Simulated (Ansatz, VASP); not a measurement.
Two plane-wave programs on ZrZnN

The input INCAR:

```
ALGO = Normal ; EDIFF = 1E-7
ENCUT = 520 ; GGA = PE
ISIF = 2 ; ISMEAR = 0
LASPH = True ; LCHARG = True
LELF = True ; LREAL = False
LVHAR = True ; LWAVE = False
NBANDS = 22 ; NELM = 100
PREC = Accurate ; SIGMA = 0.1
```

KPOINTS

```
k-points
0
Gamma
  6 6 4
```

Contents of POSCAR:

```
ZrZnN
1.0
    1.9666565400     -1.9874036700      0.0000000000
    1.9666565400      1.9874036700      0.0000000000
    0.0000000000      0.0000000000      5.7033836400
Zr Zn N
1 1 1
Direct
    0.5000000000      0.5000000000      0.0000000000
    0.0000000000      0.0000000000      0.5000000000
    0.5000000000      0.5000000000      0.5000000000
```

Input for Ansatz:

```yaml
crystal:
  lattice:
    - [1.96665654, -1.98740367, 0.0]
    - [1.96665654, 1.98740367, 0.0]
    - [0.0, 0.0, 5.70338364]
  atoms:
    - { symbol: Zr, position: [0.5, 0.5, 0.0] }
    - { symbol: Zn, position: [0.0, 0.0, 0.5] }
    - { symbol: "N", position: [0.5, 0.5, 0.5] }
basis:
  ecutwfc: 420
kpoints:
  mp_grid: { grid: [6, 6, 4] }
hamiltonian:
  xc: pbe
scf:
  occupations: { method: gaussian, width: 0.1 }
  lower_state_search: "off"
output:
  forces: true
  stress: true
  eigenvalues: true
```

Alike in both runs: task single point; functional PBE; k mesh 6 × 6 × 4; occupations gaussian, width 0.1 eV; no spin polarisation.

|  | VASP | Ansatz |
| --- | --- | --- |
| version | VASP 6.6.1 | Ansatz 0.2.0 |
| potentials or method | VASP PAW PBE potentials, release 64 (Zr_sv, Zn, N), cutoff 520 eV | scalar-relativistic, plane waves, PAW |
| valence electrons in the cell | 29 | 29 |

VASP gave:

- gap on the k mesh at the Fermi level (eV): none
- pressure (GPa): 6.9
- traceless stress, the component that is largest in VASP (GPa): -33.83

Estimate Ansatz's values.

gap on the k mesh at the Fermi level (eV): none; pressure (GPa): 6.2; traceless stress, the component that is largest in VASP (GPa): -33.11.

A gap of «none» marks a metal or a gap that the smearing closes. With one functional, cell and mesh, what is left measures potentials, basis and numerics.

The k mesh is coarse, so the values compare programs but aren't converged.
